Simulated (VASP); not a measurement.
Set up this calculation in VASP 6.6.1, as the native input.

```
Task                   : single point
Functional             : PBE
Potentials or basis    : VASP PAW PBE potentials, release 64 (Rb_sv, Al)
Cutoff                 : 520 eV
k mesh                 : 10 × 10 × 10
Occupations            : gaussian, width 0.1 eV
Spin                   : no spin polarisation
Dipole correction      : no
Further INCAR settings : ALGO = Normal; EDIFF = 1e-06; NBANDS = 14
```

The structure of RbAl2 lies in POSCAR:

```
RbAl2
1.0
    5.3046059322      0.0000000000      0.0000000000
    0.0000000000      5.3046059322      0.0000000000
    0.0000000000      0.0000000000      4.8174991803
Rb Al
1 2
Direct
    0.5000000000      0.5000000000      0.5000000000
    0.0000000000      0.0000000000      0.2501227537
    0.0000000000      0.0000000000      0.7498772463
```

One way to write it, as run:

INCAR

```
  PREC = Accurate
  ENCUT = 520
  EDIFF = 1E-6
  ISMEAR = 0
  SIGMA = 0.1
  LREAL = False
  LASPH = True
  NELM = 100
  ALGO = Normal
  ISIF = 2
  LWAVE = False
  LCHARG = False
  GGA = PE
  NBANDS = 14
```

KPOINTS

```
Automatic mesh
0
Gamma
  10 10 10
```

Potentials or basis: VASP PAW PBE potentials, release 64 (Rb_sv, Al).

The run is started by

```console
$ cat potpaw_PBE.64/Rb_sv/POTCAR potpaw_PBE.64/Al/POTCAR > POTCAR
$ mpirun -np 1 vasp_std > vasp.out
```

It gave:

| Quantity | Value |
| --- | --- |
| Pressure | 0.0 GPa |
| Largest force | 0.005 eV/Å |

It took 2.3 min on 1 thread of Intel(R) Xeon(R) Platinum 8259CL CPU @ 2.50GHz (Skylake/Cascade Lake), with other jobs on the host, peak memory 0.38 GiB.
